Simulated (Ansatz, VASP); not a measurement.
**BN in VASP and in Ansatz**

```
CELL_PARAMETERS angstrom
0.00000 3.23505 2.31111
1.21463 0.00000 2.31111
1.21463 3.23505 0.00000
ATOMIC_POSITIONS crystal
B 0.00011 0.00011 0.99989
N 0.66659 0.66659 0.33341
```

Alike in both runs: task single point; functional PBE; dispersion D3(BJ); k mesh 12 × 12 × 12; occupations gaussian, width 0.05 eV; no spin polarisation.

|  | VASP | Ansatz |
| --- | --- | --- |
| version | VASP 6.6.1 | Ansatz 0.2.0 |
| potentials or method | VASP PAW PBE potentials, release 64 (B, N), cutoff 520 eV | scalar-relativistic, plane waves, PAW |
| valence electrons in the cell | 8 | 8 |

```tsv
	VASP	Ansatz	Ansatz less VASP
gap on the k mesh at the Fermi level (eV)	2.98	2.98	+0.006
least direct gap on the mesh (eV)	4.56	4.57	+0.002
pressure (GPa)	-8.7	-8.8	-0.06
traceless stress, the component that is largest in VASP (GPa)	-38.85	-38.82	+0.030
rms of the force components (eV/Å)	0.338	0.334	-0.0038
```

Atom by atom the forces differ by 0.004 eV/Å (rms over components).
